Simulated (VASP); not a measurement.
A run of VASP 6.6.1 is set up as follows.

File INCAR:

```
SYSTEM = MnPt
ALGO = Fast ; EDIFF = 1E-7
ENCUT = 520 ; GGA = PS
ISIF = 2 ; ISMEAR = 0
ISPIN = 2 ; LASPH = .TRUE.
LCHARG = .FALSE. ; LMAXMIX = 4
LORBIT = 11 ; LREAL = .FALSE.
LWAVE = .FALSE. ; MAGMOM = 4.12 0.49
NBANDS = 22 ; NELM = 150
PREC = Accurate ; SIGMA = 0.1
```

Contents of KPOINTS:

```
k-points
0
G
  14 14 12
  0 0 0
```

Contents of POSCAR:

```
MnPt
1.0
    2.9052777722      0.0000000000      0.0000000000
    0.0000000000      2.9052777722      0.0000000000
    0.0000000000      0.0000000000      3.4661756358
Mn Pt
1 1
Direct
    0.0000000000      0.0000000000      0.0000000000
    0.5000000000      0.5000000000      0.5000000000
```

Potentials or basis: VASP PAW PBE potentials, release 64 (Mn_pv, Pt).

Run with:

```sh
$ cat potpaw_PBE.64/Mn_pv/POTCAR potpaw_PBE.64/Pt/POTCAR > POTCAR
$ mpirun -np 1 vasp_std > vasp.out
```

Q: What does it give for the site moments?

A: Mn +3.80; Pt +0.40 μB.

Q: Estimate the pressure.

A: -2.2 GPa.

Q: What does it give for the net moment?

A: 4.37 μB per cell.

Stress tensor (GPa, compression positive):
```
-2.47  0.00  0.00
 0.00 -2.47  0.00
 0.00  0.00 -1.69
```

Caveat: the cell differs from its parent crystal (biaxial strain in the a-b plane: +1.0 %); the PAW data sets were made with another functional, which shifts forces and pressure a little.
